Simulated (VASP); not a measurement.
A run of VASP 6.6.1 is set up as follows.

Contents of INCAR:

```
PREC     = Accurate       # precision mode
ENCUT    = 520            # plane-wave cutoff, eV
EDIFF    = 1E-6           # SCF threshold, eV
ISMEAR   = 0              # smearing method
SIGMA    = 0.15           # smearing width, eV
LREAL    = False          # projectors in reciprocal space
LASPH    = True           # aspherical terms in the spheres
NELM     = 100            # most SCF steps
ALGO     = Normal         # electronic algorithm
ISIF     = 2              # what is computed and relaxed
LWAVE    = False          # write WAVECAR
LCHARG   = False          # write CHGCAR
GGA      = CA             # functional
NBANDS   = 12             # bands
```

Contents of KPOINTS:

```
regular mesh
0
Gamma
  22 22 22
```

The input POSCAR:

```
Cu
1.0
   -1.4452500000      1.4452500000      1.3913500000
    1.4452500000     -1.4452500000      1.3913500000
    1.4452500000      1.4452500000     -1.3913500000
Cu
1
Direct
    0.0000000000      0.0000000000      0.0000000000
```

Potentials or basis: VASP PAW LDA potentials, release 64 (Cu).

Launch:

```bash
$ cat potpaw_LDA.64/Cu/POTCAR > POTCAR
$ mpirun -np 1 vasp_std > vasp.out
```

**Question.** Estimate the pressure.

**Answer.** -9.0 GPa.

**Question.** What does it give for the band gap on the k mesh?

**Answer.** Zero (an odd number of electrons rules out a gap without spin polarisation).

Stress tensor (GPa, compression positive):
```
-8.82  0.00  0.00
 0.00 -8.82  0.00
 0.00  0.00 -9.43
```

Caveat: the cell stands under tension.
